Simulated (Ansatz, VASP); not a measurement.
# Pt3PbC in VASP and in Ansatz

```
Pt Pb C
1.0
     4.34804    0.00000    0.00000
     0.00000    4.34804    0.00000
     0.00000    0.00000    4.34804
Pt Pb C
3 1 1
Direct
  0.00000 0.50000 0.50000
  0.50000 0.50000 0.00000
  0.50000 0.00000 0.50000
  0.00000 0.00000 0.00000
  0.50000 0.50000 0.50000
```

Alike in both runs: task single point; functional r2SCAN; k mesh 5 × 5 × 5; occupations gaussian, width 0.15 eV; no spin polarisation.

|  | VASP | Ansatz |
| --- | --- | --- |
| version | VASP 6.6.1 | Ansatz 0.2.0 |
| potentials or method | VASP PAW PBE potentials, release 64 (Pt, Pb_d, C) | plane waves, norm-conserving potentials |
| plane-wave cutoff (eV) | 520 | 1200 |
| valence electrons in the cell | 48 | 72 |

Ansatz gave:

* pressure (GPa): -3.7

Which values does VASP return?

Pressure (GPa): -3.4.

VASP's potentials were made for PBE, not for r2SCAN. VASP's potentials hold 48 valence electrons a cell and Ansatz's 72, so a difference there can come from the potentials and not from the codes.

Neither program's run includes spin-orbit coupling.
